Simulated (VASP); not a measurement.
A run of VASP 6.6.1 is set up as follows.

Contents of INCAR:

```
SYSTEM = CdS
ALGO = Normal
EDIFF = 1E-6
EDIFFG = -0.002
ENCUT = 600
GGA = PS
IBRION = 2
ISIF = 3
ISMEAR = 0
LASPH = .TRUE.
LCHARG = .FALSE.
LREAL = .FALSE.
LWAVE = .FALSE.
NELM = 80
NSW = 100
PREC = Accurate
PSTRESS = 40.0
SIGMA = 0.01
```

Contents of KPOINTS:

```
k-points
0
G
  6 6 4
  0 0 0
```

Contents of POSCAR:

```
CdS
1.0
    4.1238575649      0.0000000000      0.0000000000
   -2.0619287824      3.5713654128      0.0000000000
    0.0000000000      0.0000000000      6.7096909191
Cd S
2 2
Direct
    0.3333333333      0.6666666667     -0.0007769940
    0.6666666667      0.3333333333      0.4992230060
    0.3333333333      0.6666666667      0.3757769940
    0.6666666667      0.3333333333      0.8757769940
```

Potentials or basis: VASP PAW PBE potentials, release 64 (Cd, S).

Command:

```bash
$ cat potpaw_PBE.64/Cd/POTCAR potpaw_PBE.64/S/POTCAR > POTCAR
$ mpirun -np 1 vasp_std > vasp.out
```

**Question.** Estimate the relaxed cell.

**Answer.** a = 4.052 Å, b = 4.052 Å, c = 6.601 Å, α = 90.00°, β = 90.00°, γ = 120.00°.

**Question.** Predict the relaxed volume.

**Answer.** 23.47 Å³/atom.

**Question.** Predict the space group after relaxing (to 0.1 Å).

**Answer.** P6_3mc (No. 186).

**Question.** Predict the band gap on the k mesh.

**Answer.** 1.21 eV.

Final structure:
```
CELL_PARAMETERS angstrom
4.05216 0.00000 0.00000
-2.02608 3.50927 0.00000
0.00000 0.00000 6.60114
ATOMIC_POSITIONS crystal
Cd 0.33333 0.66667 0.99948
Cd 0.66667 0.33333 0.49948
S 0.33333 0.66667 0.37552
S 0.66667 0.33333 0.87552
```

Caveat: the cell is relaxed towards a set pressure, so the run minimises the enthalpy, not the energy; the PAW data sets were made with another functional, which shifts forces and pressure a little.
